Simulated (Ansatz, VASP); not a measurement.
**One calculation of Ta2W, two programs**

```
Ta W
1.0
     0.00000    2.33626    6.90634
     1.62251    0.00000    6.90634
     1.62251    2.33626    0.00000
Ta W
2 1
Direct
  0.16357 0.16357 0.83643
  0.83643 0.83643 0.16357
  0.50000 0.50000 0.50000
```

Change from the starting cell: the structure that the rattled cell fell into.

Alike in both runs: task relaxation of cell and atoms; functional PBE; k mesh 6 × 6 × 6; occupations gaussian, width 0.1 eV; no spin polarisation.

|  | VASP | Ansatz |
| --- | --- | --- |
| version | VASP 6.6.1 | Ansatz 0.2.0 |
| potentials or method | VASP PAW PBE potentials, release 64 (Ta_pv, W_sv), cutoff 600 eV | scalar-relativistic, plane waves, PAW |
| valence electrons in the cell | 36 | 40 |

VASP gave:

| Property | Result |
| --- | --- |
| gap on the k mesh at the Fermi level, each at its own relaxed structure (eV) | none |
| relaxed volume (Å³/atom) | 17.51 |
| relaxed length of the cell vector where the two differ most in proportion (Å) | 2.854 |

Which values does Ansatz return?

gap on the k mesh at the Fermi level, each at its own relaxed structure (eV): none; relaxed volume (Å³/atom): 17.48; relaxed length of the cell vector where the two differ most in proportion (Å): 2.851.

A gap of «none» marks a metal or a gap that the smearing closes. VASP's potentials hold 36 valence electrons a cell and Ansatz's 40, so a difference there can come from the potentials and not from the codes.

The k mesh is coarse, so the values compare programs but aren't converged. Spin-orbit coupling is off throughout.
